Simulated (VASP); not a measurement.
# Ta (Im-3m) in VASP: notebook, part 3 of 3

VASP 6.6.1. Earlier steps stand in the parts before.

**5. Single point, revPBE**

This run uses another cell than the first one, of 18.48 Å³/atom, 1.023 times its volume.

File INCAR:

```
SYSTEM = Ta
ALGO     = Normal         ! electronic algorithm
EDIFF    = 1E-6           ! SCF threshold, eV
ENCUT    = 520            ! plane-wave cutoff, eV
GGA      = RE             ! functional
ISIF     = 2              ! what is computed and relaxed
ISMEAR   = -1             ! smearing method
LASPH    = .TRUE.         ! aspherical terms in the spheres
LCHARG   = .FALSE.        ! write CHGCAR
LREAL    = .FALSE.        ! projectors in reciprocal space
LWAVE    = .FALSE.        ! write WAVECAR
NBANDS   = 12             ! bands
NELM     = 80             ! most SCF steps
PREC     = Accurate       ! precision mode
SIGMA    = 0.05           ! smearing width, eV
```

File KPOINTS:

```
k-points
0
G
  11 11 11
  0 0 0
```

File POSCAR:

```
Ta
1.0
   -1.6655468140      1.6655468140      1.6655468140
    1.6655468140     -1.6655468140      1.6655468140
    1.6655468140      1.6655468140     -1.6655468140
Ta
1
Direct
    0.0000000000      0.0000000000      0.0000000000
```

Potentials or basis: VASP PAW PBE potentials, release 64 (Ta_pv).

Started as:

```console
$ cat potpaw_PBE.64/Ta_pv/POTCAR > POTCAR
$ mpirun -np 1 vasp_std > vasp.out
```

OUTCAR:

```text
SYSTEM = Ta
   EDIFF = 1E-6
   ENCUT = 520
   GGA = RE
   ISIF = 2
   ISMEAR = -1
   LASPH = .TRUE.
   LREAL = .FALSE.
   NELM = 80
   PREC = Accurate

 ion  position               nearest neighbor table
   1  0.000  0.000  0.000-

  LATTYP: Found a body centered cubic cell.
 ALAT       =     3.3310936280

  Lattice vectors:

 A1 = (  -1.6655468140,   1.6655468140,   1.6655468140)
 A2 = (   1.6655468140,  -1.6655468140,   1.6655468140)
 A3 = (   1.6655468140,   1.6655468140,  -1.6655468140)

Analysis of symmetry for initial positions (statically):
=====================================================================
 Subroutine PRICEL returns:
 Original cell was already a primitive cell.

 Routine SETGRP: Setting up the symmetry group for a
 body centered cubic supercell.

 Subroutine GETGRP returns: Found 48 space group operations
 (whereof 48 operations were pure point group operations)
 out of a pool of 48 trial point group operations.

The static configuration has the point symmetry O_h .

Analysis of symmetry for dynamics (positions and initial velocities):
=====================================================================
 Subroutine PRICEL returns:
 Original cell was already a primitive cell.

 Routine SETGRP: Setting up the symmetry group for a
 body centered cubic supercell.

 Subroutine GETGRP returns: Found 48 space group operations
 (whereof 48 operations were pure point group operations)
 out of a pool of 48 trial point group operations.

The dynamic configuration has the point symmetry O_h .

 Subroutine INISYM returns: Found 48 space group operations
 (whereof 48 operations are pure point group operations),
 and found     1 'primitive' translations

----------------------------------------------------------------------------------------

                                     Primitive cell

  volume of cell :      18.4812

  direct lattice vectors                    reciprocal lattice vectors
    -1.665546814  1.665546814  1.665546814     0.000000000  0.300201709  0.300201709
     1.665546814 -1.665546814  1.665546814     0.300201709  0.000000000  0.300201709
     1.665546814  1.665546814 -1.665546814     0.300201709  0.300201709  0.000000000

  length of vectors
     2.884811704  2.884811704  2.884811704     0.424549328  0.424549328  0.424549328

  position of ions in fractional coordinates (direct lattice)
     0.000000000  0.000000000  0.000000000

  ion indices of the primitive-cell ions
   primitive index   ion index
                 1           1

----------------------------------------------------------------------------------------

 KPOINTS: k-points

Automatic generation of k-mesh.
 Grid dimensions read from file:
 generate k-points for:   11   11   11

 Generating k-lattice:

  Cartesian coordinates                     Fractional coordinates (reciprocal lattice)
     0.000000000  0.027291064  0.027291064     0.090909091  0.000000000  0.000000000
     0.027291064  0.000000000  0.027291064     0.000000000  0.090909091  0.000000000
     0.027291064  0.027291064  0.000000000     0.000000000  0.000000000  0.090909091

  Length of vectors
     0.038595393  0.038595393  0.038595393

  Shift w.r.t. Gamma in fractional coordinates (k-lattice)
     0.000000000  0.000000000  0.000000000

 Subroutine IBZKPT returns following result:
 ===========================================

 Found     56 irreducible k-points:

 Following reciprocal coordinates:
            Coordinates               Weight
  0.000000  0.000000  0.000000      1.000000
  0.090909  0.000000  0.000000     12.000000
  0.181818  0.000000  0.000000     12.000000
  0.272727  0.000000  0.000000     12.000000
  0.363636  0.000000  0.000000     12.000000
  0.454545  0.000000  0.000000     12.000000
[... 16 lines left out ...]
  0.272727  0.181818  0.090909     48.000000
  0.363636  0.181818  0.090909     24.000000
 [... further k-points ...]
   k-points           NKPTS =     56   k-points in BZ     NKDIM =     56   number of bands    NBANDS=     12
   number of dos      NEDOS =    301   number of ions     NIONS =      1
   total plane-waves  NPLWV =  13824
   dimension x,y,z NGX =    24 NGY =   24 NGZ =   24
   dimension x,y,z NGXF=    48 NGYF=   48 NGZF=   48
   ions per type =               1
   NGX,Y,Z   is equivalent  to a cutoff of  13.83, 13.83, 13.83 a.u.
   NGXF,Y,Z  is equivalent  to a cutoff of  27.66, 27.66, 27.66 a.u.
 SYSTEM =  Ta
   PREC   = accura    normal or accurate (medium, high low for compatibility)
   ISTART =      0    job   : 0-new  1-cont  2-samecut
   ICHARG =      2    charge: 1-file 2-atom 10-const
   ISPIN  =      1    spin polarized calculation?
   LNONCOLLINEAR =      F non collinear calculations
   LSORBIT =      F    spin-orbit coupling
   LASPH  =      T    aspherical Exc in radial PAW
   ENCUT  =  520.0 eV  38.22 Ry    6.18 a.u.   5.36  5.36  5.36*2*pi/ulx,y,z
   NELM   =     80;   NELMIN=  2; NELMDL= -5     # of ELM steps
   EDIFF  = 0.1E-05   stopping-criterion for ELM
   LREAL  =      F    real-space projection
   EDIFFG = 0.1E-04   stopping-criterion for IOM
   NSW    =      0    number of steps for IOM
   IBRION =     -1    ionic relax: 0-MD 1-quasi-New 2-CG
   NFREE  =      0    steps in history (QN), initial steepest desc. (CG)
   ISIF   =      2    stress and relaxation
   ISYM   =      2    0-nonsym 1-usesym 2-fastsym
   POTIM  = 0.5000    time-step for ionic-motion
   TEBEG  =    0.0;   TEEND  =   0.0 temperature during run
   PSTRESS=    0.0 pullay stress
   NELECT =      11.0000    total number of electrons
   NUPDOWN=      -1.0000    fix difference up-down
   EMIN   =  10.00;   EMAX   =-10.00  energy-range for DOS
   EFERMI =   0.00;   METHOD = LEGACY
   ISMEAR =    -1;   SIGMA  =   0.05  broadening in eV -4-tet -1-fermi 0-gaus
   EFERMI_NEDOS =   21; number of points for ismear=-14 and -15
   IALGO  =     38    algorithm
   IMIX   =      4    mixing-type and parameters
     AMIX     =   0.40;   BMIX     =  1.00
     AMIX_MAG =   1.60;   BMIX_MAG =  1.00
  volume/ion in A,a.u.               =      18.48       124.72
  Fermi-wavevector in a.u.,A,eV,Ry     =   1.377090  2.602322 25.801761  1.896376
  Thomas-Fermi vector in A             =   2.502275
   LORBIT       =      0    0 simple, 1 ext, 2 COOP (PROOUT), +10 PAW based schemes
   GGA     = RE    functional components
   LHFCALC =     F    Hartree Fock is set to
   AEXX    =    0.0000 exact exchange contribution
   IVDW    =     0    specifies the selected vdW correction
   LEPSILON=     F    determine dielectric tensor
   LRPA    =     F    only Hartree local field effects (RPA)
 non-spin polarized calculation
  energy-cutoff  :      520.00
  volume of cell :       18.48
 maximum number of plane-waves:       531
 NGX is ok and might be reduce to    24
   NGX = 11   NGY = 11   NGZ = 11

 number of electron      11.0000000 magnetization

 Free energy of the ion-electron system (eV)
  ---------------------------------------------------
  ext. energy  EPLUGINS =         0.00000000
  ---------------------------------------------------
  free energy    TOTEN  =       -11.42063095 eV

  energy without entropy =      -11.41058095  energy(sigma->0) =      -11.41560595

 E-fermi :   5.3341     XC(G=0): -12.4477

 val. band max:        5.3180868770   @ k =   0.1818   0.0000   0.0000
 cond. band min:       5.3858013054   @ k =   0.3636   0.1818   0.0000
 fundamental gap:      0.0677144283
 Fermi energy:         5.3340563248

 k-point     1 :       0.0000    0.0000    0.0000
  band No.  band energies     occupation
      1     -27.8501      2.00000
      2     -27.8501      2.00000
      3     -27.8501      2.00000
      4      -2.4717      2.00000
      5       6.0917      0.00000
      6       6.0917      0.00000
      7       6.0917      0.00000
      8       9.2774      0.00000
      9       9.2774      0.00000
     10      19.9983      0.00000
     11      20.2068      0.00000
     12      20.2068      0.00000

 k-point     2 :       0.0909    0.0000    0.0000
  band No.  band energies     occupation
      1     -27.9420      2.00000
      2     -27.8786      2.00000
      3     -27.8505      2.00000
      4      -2.1181      2.00000
      5       5.8658      0.00005
      6       6.0134      0.00000
      7       6.4401      0.00000
      8       8.9450      0.00000
      9       9.2808      0.00000
     10      19.9982      0.00000
     11      20.5080      0.00000
     12      20.8295      0.00000
[... 316 lines left out ...]
 k-point    24 :       0.3636    0.1818    0.0909
  band No.  band energies     occupation
      1     -28.7349      2.00000
      2     -28.3383      2.00000
      3     -28.0251      2.00000
      4       2.5858      2.00000
      5       3.8201      2.00000
      6       5.3118      1.21859
      7       9.6740      0.00000
      8      10.2276      0.00000
      9      14.1643      0.00000
     10      15.1623      0.00000
     11      18.4723      0.00000
     12      19.9990      0.00000

 [... further k-points ...]
[... 5 lines left out ...]
  --------------------------------------------------------------------------------------
  -------------------------------------------------------------------------------------
  Total        0.0070975      0.0070975      0.0070975      0.0000000     -0.0000000      0.0000000
  in kB        0.6153002      0.6153002      0.6153002      0.0000000     -0.0000000      0.0000000
  external PRESSURE =       0.6153002 kB  Pullay stress =       0.0000000 kB

 VOLUME and BASIS-vectors are now :
 -----------------------------------------------------------------------------
  energy-cutoff  :      520.00
  volume of cell :       18.48
      direct lattice vectors                 reciprocal lattice vectors
    -1.665546814  1.665546814  1.665546814     0.000000000  0.300201709  0.300201709
     1.665546814 -1.665546814  1.665546814     0.300201709  0.000000000  0.300201709
     1.665546814  1.665546814 -1.665546814     0.300201709  0.300201709  0.000000000

 POSITION                                       TOTAL-FORCE (eV/Angst)
 -----------------------------------------------------------------------------------
      0.00000      0.00000      0.00000        -0.000000      0.000000     -0.000000
 -----------------------------------------------------------------------------------
    total drift:                                0.000000      0.000000     -0.000000

  FREE ENERGIE OF THE ION-ELECTRON SYSTEM (eV)
  ---------------------------------------------------
  free  energy   TOTEN  =       -11.4206309540 eV

  energy  without entropy=      -11.4105809547  energy(sigma->0) =      -11.41560595
```

Wall time 7.7 s (1 thread of Intel Xeon Platinum 8375C at 2.90GHz (Ice Lake), shared host); peak memory 0.14 GiB.

Results:

| Item | Value |
| --- | --- |
| Free energy | -11.4206 eV |
| Pressure | 0.1 GPa |

Caveat: the PAW data sets were made with another functional, which shifts forces and pressure a little; spin-orbit coupling is left out, which moves the levels of the heavy elements.

**6. Summary**

| level | cell | gap on the mesh (eV) | pressure (GPa) |
| --- | --- | --- | --- |
| PBE | a = 2.863 Å, angles 109.5°, 1 atom | none | 2.1 |
| PBE | a = 2.849 Å, angles 109.5°, 1 atom | none | 5.1 |
| PBE | a = 2.828 Å, angles 109.5°, 1 atom | none | 10.2 |
| revPBE | a = 2.885 Å, angles 109.5°, 1 atom | none | 0.1 |

Alike in all rows: task single point; potentials or basis VASP PAW PBE potentials, release 64 (Ta_pv); no spin polarisation; k mesh 11 × 11 × 11; cutoff (eV) 520; smearing fermi-dirac 0.05 eV.

Caveats: spin-orbit coupling is left out, which moves the levels of the heavy elements; the PAW data sets were made with another functional, which shifts forces and pressure a little (some runs).

Absolute energies hang on the potentials; compare differences alone.
